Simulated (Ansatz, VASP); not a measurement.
## Tl2FeH6 in VASP and in Ansatz

File INCAR:

```
  PREC = Accurate
  ENCUT = 520
  EDIFF = 1E-6
  ISMEAR = -1
  SIGMA = 0.1
  LREAL = False
  LASPH = True
  NELM = 60
  ALGO = Normal
  ISIF = 2
  LWAVE = False
  LCHARG = False
  GGA = PE
  NBANDS = 30
```

File KPOINTS:

```
Automatic mesh
0
Gamma
  5 5 5
```

POSCAR

```
Tl2FeH6
1.0
    0.0000000000      3.5111160000      3.5111160000
    3.5111160000      0.0000000000      3.5111160000
    3.5111160000      3.5111160000      0.0000000000
H Fe Tl
6 1 2
Direct
    0.7580000000      0.2420000000      0.2420000000
    0.2420000000      0.7580000000      0.2420000000
    0.2420000000      0.7580000000      0.7580000000
    0.7580000000      0.2420000000      0.7580000000
    0.2420000000      0.2420000000      0.7580000000
    0.7580000000      0.7580000000      0.2420000000
    0.0000000000      0.0000000000      0.0000000000
    0.2500000000      0.2500000000      0.2500000000
    0.7500000000      0.7500000000      0.7500000000
```

Input for Ansatz:

```yaml
crystal:
  lattice:
    - [0.0, 3.511116, 3.511116]
    - [3.511116, 0.0, 3.511116]
    - [3.511116, 3.511116, 0.0]
  atoms:
    - { symbol: H, position: [0.758, 0.242, 0.242] }
    - { symbol: H, position: [0.242, 0.758, 0.242] }
    - { symbol: H, position: [0.242, 0.758, 0.758] }
    - { symbol: H, position: [0.758, 0.242, 0.758] }
    - { symbol: H, position: [0.242, 0.242, 0.758] }
    - { symbol: H, position: [0.758, 0.758, 0.242] }
    - { symbol: Fe, position: [0.0, 0.0, 0.0] }
    - { symbol: Tl, position: [0.25, 0.25, 0.25] }
    - { symbol: Tl, position: [0.75, 0.75, 0.75] }
  symmetry: { tolerance: 0.0003 }
kpoints:
  mp_grid: { grid: [5, 5, 5], shift: [0, 0, 0] }
magnetization:
  spin_polarized: false
scf:
  occupations: { method: fermi_dirac }
hamiltonian:
  pseudopotentials: { kind: paw }
  xc: pbe
basis:
  ecutwfc: 420
output:
  forces: true
  stress: true
  eigenvalues: true
  write_density: true
  write_potential: true
  elf: true
  volumetric_format: npy
```

Alike in both runs: task single point; functional PBE; k mesh 5 × 5 × 5; no spin polarisation.

```csv
,VASP,Ansatz
version,VASP 6.6.1,Ansatz 0.2.0
potentials or method,"VASP PAW PBE potentials, release 64 (H, Fe, Tl_d), cutoff 520 eV",PAW plane waves
occupations,"fermi-dirac, width 0.1 eV",fermi-dirac
valence electrons in the cell,40,48
```

|  | VASP | Ansatz | Ansatz less VASP |
| --- | --- | --- | --- |
| pressure (GPa) | 1.2 | 1.4 | +0.17 |
| rms of the force components (eV/Å) | 0.394 | 0.401 | +0.0069 |

Atom by atom the forces differ by 0.007 eV/Å (rms over components). VASP's potentials hold 40 valence electrons a cell and Ansatz's 48, so a difference there can come from the potentials and not from the codes.

Spin-orbit coupling is off throughout.
